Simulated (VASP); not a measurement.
## Si (a cell with a defect): relaxation of the atoms with PBEsol

The system is Si (a cell with a defect).

```
Si
1.0
     0.00000    5.43000    5.43000
     5.43000    0.00000    5.43000
     5.43000    5.43000    0.00000
Si
17
Direct
  0.00000 0.00000 0.00000
  0.12500 0.12500 0.12500
  0.00000 0.00000 0.50000
  0.12500 0.12500 0.62500
  0.00000 0.50000 0.00000
  0.12500 0.62500 0.12500
  0.00000 0.50000 0.50000
  0.12500 0.62500 0.62500
  0.50000 0.00000 0.00000
  0.62500 0.12500 0.12500
  0.50000 0.00000 0.50000
  0.62500 0.12500 0.62500
  0.50000 0.50000 0.00000
  0.62500 0.62500 0.12500
  0.50000 0.50000 0.50000
  0.62500 0.62500 0.62500
  0.06161 0.31511 0.81438
```

```yaml
Program: VASP 6.6.1
Task: relaxation of the atoms
Functional: PBEsol
Potentials_or_basis: VASP PAW PBE potentials, release 64 (Si)
Cutoff: 520 eV
k_mesh: 2 × 2 × 2
Occupations: fermi-dirac, width 0.05 eV
Spin: no spin polarisation
Dipole_correction: no
Further_INCAR_settings: LREAL = Auto; ALGO = Normal; EDIFF = 1e-07; IBRION = 2; EDIFFG = -0.08; NSW = 45
```

```json
{"Energy gained by relaxing": "57.4 meV/atom", "Ionic steps": "16", "Pressure after relaxing": "2.5 GPa", "Largest force after relaxing": "0.046 eV/Å", "Band gap on the k mesh": "0.10 eV"}
```

Forces on the atoms (eV/Å):
```
Si   0.000 -0.014 -0.012
Si  -0.013  0.020 -0.010
Si   0.015 -0.004 -0.003
Si  -0.009  0.008  0.005
Si   0.023  0.000 -0.004
Si  -0.005  0.014  0.015
Si  -0.004 -0.014 -0.014
Si  -0.011 -0.009  0.022
Si  -0.002 -0.018  0.021
Si  -0.003  0.020 -0.002
Si  -0.017 -0.020 -0.018
Si   0.013  0.027  0.033
Si   0.045 -0.007 -0.002
Si  -0.036 -0.022 -0.019
Si  -0.007  0.025 -0.023
Si   0.002  0.001  0.017
Si   0.009 -0.006 -0.006
```

Stress tensor (GPa, compression positive):
```
 2.47  0.48  0.48
 0.48  2.48 -0.48
 0.48 -0.48  2.48
```

Step by step:
| step | energy change (eV) | largest force (eV/Å) | pressure (GPa) |
| --- | --- | --- | --- |
| 1 | 0.0000 | 2.4136 | 5.69 |
| 2 | -0.6856 | 0.6944 | 4.42 |
| 3 | -0.6857 | 0.6974 | 4.41 |
| 4 | -0.7559 | 0.4087 | 4.28 |
| 5 | -0.7663 | 0.3998 | 4.21 |
| 6 | -0.7953 | 0.2110 | 4.14 |
| 7 | -0.8008 | 0.3099 | 4.10 |
| 8 | -0.8279 | 0.2659 | 4.03 |
| 9 | -0.8877 | 0.2779 | 3.80 |
| 10 | -0.9162 | 0.5154 | 3.25 |
| 11 | -0.9302 | 0.4713 | 3.13 |
| 12 | -0.9588 | 0.3271 | 2.77 |
| 13 | -0.9582 | 0.1711 | 2.00 |
| 14 | -0.9678 | 0.1847 | 2.39 |
| 15 | -0.9721 | 0.1285 | 2.42 |
| 16 | -0.9759 | 0.0462 | 2.48 |

Final structure:
```
CELL_PARAMETERS angstrom
0.00000 5.43000 5.43000
5.43000 0.00000 5.43000
5.43000 5.43000 0.00000
ATOMIC_POSITIONS crystal
Si 0.00922 0.97143 0.01008
Si 0.11522 0.11646 0.15298
Si 0.93795 0.02073 0.52070
Si 0.11560 0.11580 0.61569
Si 0.00957 0.50969 0.00954
Si 0.18805 0.60406 0.10405
Si 0.00930 0.51014 0.47144
Si 0.11520 0.65301 0.61641
Si 0.48764 0.99819 0.01598
Si 0.63657 0.10944 0.12700
Si 0.48817 0.99841 0.49842
Si 0.55813 0.14739 0.64738
Si 0.56839 0.47730 0.97724
Si 0.63707 0.62724 0.12723
Si 0.48759 0.51609 0.49816
Si 0.63668 0.62702 0.60930
Si 0.06125 0.31271 0.81279
```

Levels at points of the mesh, in eV from the valence-band top:
```csv
k point,band 31,band 32,band 33,band 34,band 35,band 36,band 37,band 38
"(0.00, 0.00, 0.00)",-1.06,-0.49,-0.49,-0.29,0.10,0.10,0.43,0.43
"(0.50, 0.00, 0.00)",-1.19,-1.05,-1.05,0.00,0.52,0.52,1.38,1.38
"(0.00, 0.50, 0.00)",-1.19,-1.14,-0.66,-0.17,0.43,0.77,1.08,1.25
"(0.00, 0.00, 0.50)",-1.19,-1.14,-0.66,-0.17,0.43,0.76,1.08,1.25
"(0.50, 0.50, 0.50)",-1.19,-1.14,-0.66,-0.17,0.43,0.77,1.08,1.25
"(0.50, 0.50, 0.00)",-1.64,-1.48,-0.26,-0.12,0.62,1.61,1.62,1.78
"(0.00, 0.50, 0.50)",-1.64,-1.48,-0.26,-0.12,0.62,1.61,1.61,1.78
"(0.50, 0.00, 0.50)",-1.64,-1.48,-0.26,-0.12,0.62,1.61,1.62,1.78
```

Run time: 16 min on 1 thread of Intel(R) Xeon(R) 6975P-C (Granite Rapids), with other jobs on the host, peak memory 0.53 GiB.

Caveat: the k points lie up to 0.50 Å⁻¹ apart; semilocal functionals underestimate gaps, and a narrow one can read as zero; the PAW data sets were made with another functional, which shifts forces and pressure a little; the relaxation stopped at a loose force limit of 0.08 eV/Å, so its end isn't a converged minimum.
